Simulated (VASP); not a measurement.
**Zr3ZnN3: single point with PBE**

Crystal: Zr3ZnN3.

```xyz
7
Lattice="3.1990 0.0000 0.0000 0.0000 3.1990 0.0000 0.0000 0.0000 8.9107" Properties=species:S:1:pos:R:3 pbc="T T T"
Zr    0.0000    0.0000    4.4554
Zr    1.5995    1.5995    6.9072
Zr    1.5995    1.5995    2.0035
Zn    0.0000    0.0000    0.0000
N     0.0000    0.0000    6.6571
N     0.0000    0.0000    2.2536
N     1.5995    1.5995    4.4554
```

```
Program             : VASP 6.6.1
Task                : single point
Functional          : PBE
Potentials or basis : VASP PAW PBE potentials, release 64 (Zr_sv, Zn, N)
Cutoff              : 520 eV
k mesh              : 10 × 10 × 4
Occupations         : gaussian, width 0.1 eV
Spin                : no spin polarisation
```

```yaml
Pressure: 0.2 GPa
Largest_force: 0.006 eV/Å
Band_gap_on_the_k_mesh: zero (an odd number of electrons rules out a gap without spin polarisation)
```

Forces on the atoms (eV/Å):
```
Zr   0.000  0.000  0.000
Zr   0.000  0.000  0.005
Zr   0.000  0.000 -0.005
Zn   0.000  0.000  0.000
N    0.000  0.000 -0.006
N    0.000  0.000  0.006
N    0.000  0.000  0.000
```

Levels at points of the mesh, in eV from the Fermi level:
| k point | band 29 | band 30 | band 31 | band 32 | band 33 | band 34 |
| --- | --- | --- | --- | --- | --- | --- |
| (0.00, 0.00, 0.00) | -2.90 | -2.45 | -2.45 | -2.10 | -1.23 | 1.43 |
| (0.50, 0.00, 0.00) | -5.01 | -2.38 | -0.96 | 2.04 | 2.21 | 2.26 |
| (0.50, 0.50, 0.00) | -3.22 | -1.82 | -1.82 | -0.69 | -0.69 | 0.94 |
| (0.00, 0.00, 0.50) | -2.39 | -2.39 | -2.10 | -1.27 | -1.22 | 0.88 |
| (0.50, 0.00, 0.50) | -5.00 | -2.33 | 0.09 | 1.73 | 2.05 | 2.39 |
| (0.50, 0.50, 0.50) | -2.98 | -2.47 | -2.47 | 0.50 | 0.50 | 1.19 |

Run time: 2.1 min on 1 thread of AMD EPYC 9R45 96-Core Processor (Zen 5), on a shared host, peak memory 0.29 GiB.

Caveat: an odd number of electrons without spin polarisation forces a metal; a magnetic or distorted state may lie lower.
